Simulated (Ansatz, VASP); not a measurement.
Two plane-wave programs on AlNi3

```
Al Ni
1.0
     0.00000    2.80189    2.80189
     2.80189    0.00000    2.80189
     2.80189    2.80189    0.00000
Al Ni
1 3
Cartesian
  2.8019 2.8019 2.8019
  1.4009 1.4009 1.4009
  0.0000 0.0000 0.0000
  4.2028 4.2028 4.2028
```

Alike in both runs: task single point; functional PBEsol; k mesh 14 × 14 × 14; occupations fermi-dirac, width 0.2 eV; no spin polarisation.

```csv
,VASP,Ansatz
version,VASP 6.6.1,Ansatz 0.2.0
potentials or method,"VASP PAW PBE potentials, release 64 (Al, Ni), cutoff 520 eV","scalar-relativistic, plane waves, PAW"
valence electrons in the cell,33,57
```

|  | VASP | Ansatz | Ansatz less VASP |
| --- | --- | --- | --- |
| gap on the k mesh at the Fermi level (eV) | none | none | - |
| pressure (GPa) | 0.6 | 0.5 | -0.04 |

VASP's potentials were made for PBE, not for PBEsol. A gap of «none» marks a metal or a gap that the smearing closes. VASP's potentials hold 33 valence electrons a cell and Ansatz's 57, so a difference there can come from the potentials and not from the codes.
